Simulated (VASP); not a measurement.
Input of a VASP 6.6.1 run:

Contents of INCAR:

```
PREC = Accurate
ENCUT = 600
EDIFF = 1E-7
ISMEAR = 0
SIGMA = 0.1
LREAL = False
LASPH = True
NELM = 200
ALGO = Normal
ISIF = 3
LWAVE = False
LCHARG = False
GGA = PE
IBRION = 2
NSW = 100
EDIFFG = -0.01
GGA_COMPAT = False
NELMIN = 4
LMAXMIX = 6
```

KPOINTS

```
Automatic mesh
0
Gamma
  18 18 18
```

POSCAR

```
SmF
1.0
    0.0000000000      2.6124794434      2.6124794434
    2.6124794434      0.0000000000      2.6124794434
    2.6124794434      2.6124794434      0.0000000000
Sm F
1 1
Direct
    0.0000000000      0.0000000000      0.0000000000
    0.5000000000      0.5000000000      0.5000000000
```

Potentials or basis: VASP PAW PBE potentials, release 64 (Sm_3, F), 4f in core.

Run with:

```sh
$ cat potpaw_PBE.64/Sm_3/POTCAR potpaw_PBE.64/F/POTCAR > POTCAR
$ mpirun -np 1 vasp_std > vasp.out
```

**Question.** Estimate the band gap on the k mesh.

**Answer.** Zero (bands 9 and 10 overlap by 1.08 eV).

Final structure:
```xyz
2
Lattice="0.0000 2.6125 2.6125 2.6125 0.0000 2.6125 2.6125 2.6125 0.0000" Properties=species:S:1:pos:R:3 pbc="T T T"
Sm    0.0000    0.0000    0.0000
F     2.6125    2.6125    2.6125
```

Caveat: the relaxation stopped at its first step, so nothing moved; spin-orbit coupling is left out, which moves the levels of the heavy elements; the 4f electrons are frozen in the core, so they carry no moment and show no levels; the run has no spin polarisation, though such a crystal can be magnetic. Spin polarisation is off, so any magnetic state and its effect on volume and gap are missing.
